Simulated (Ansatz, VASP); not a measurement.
Two plane-wave programs on CuSi16

```
Si Cu
1.0
     0.00000    5.43000    5.43000
     5.43000    0.00000    5.43000
     5.43000    5.43000    0.00000
Si Cu
16 1
Direct
  0.99397 0.00167 0.00288
  0.12401 0.12496 0.12750
  0.00098 0.99679 0.50198
  0.12443 0.12526 0.62472
  0.00123 0.49956 0.99958
  0.12380 0.62390 0.12724
  0.00084 0.49991 0.50170
  0.12534 0.62371 0.62650
  0.50193 0.00086 0.00271
  0.62466 0.12631 0.12422
  0.50268 0.00210 0.49320
  0.62647 0.12497 0.62469
  0.50152 0.49596 0.00219
  0.62657 0.62317 0.12763
  0.49845 0.49954 0.50223
  0.62633 0.62413 0.62435
  0.37417 0.87822 0.87119
```

Alike in both runs: functional PBEsol; k mesh 2 × 2 × 2; occupations gaussian, width 0.02 eV; collinear spin.

Ansatz relaxed the structure, and its values are those at the end. VASP's run is a single point on that final structure, the one shown.

|  | VASP | Ansatz |
| --- | --- | --- |
| version | VASP 6.6.1 | Ansatz 0.2.0 |
| potentials or method | VASP PAW PBE potentials, release 64 (Si, Cu), cutoff 520 eV | scalar-relativistic, plane waves, PAW |
| valence electrons in the cell | 75 | 83 |

Ansatz gave:

- rms of the force components (eV/Å): 0.011
- net moment per atom (μB): 0.04
- size of the moment on the site where the two differ most (μB): 0.05

**Question.** Which values does VASP return?

**Answer.** rms of the force components (eV/Å): 0.011; net moment per atom (μB): 0.04; size of the moment on the site where the two differ most (μB): 0.07.

VASP's potentials were made for PBE, not for PBEsol, and Ansatz warns of the same on its side. Site moments also hang on the region over which each program counts them. VASP's potentials hold 75 valence electrons a cell and Ansatz's 83, so a difference there can come from the potentials and not from the codes.

The k mesh is coarse, so the values compare programs but aren't converged.
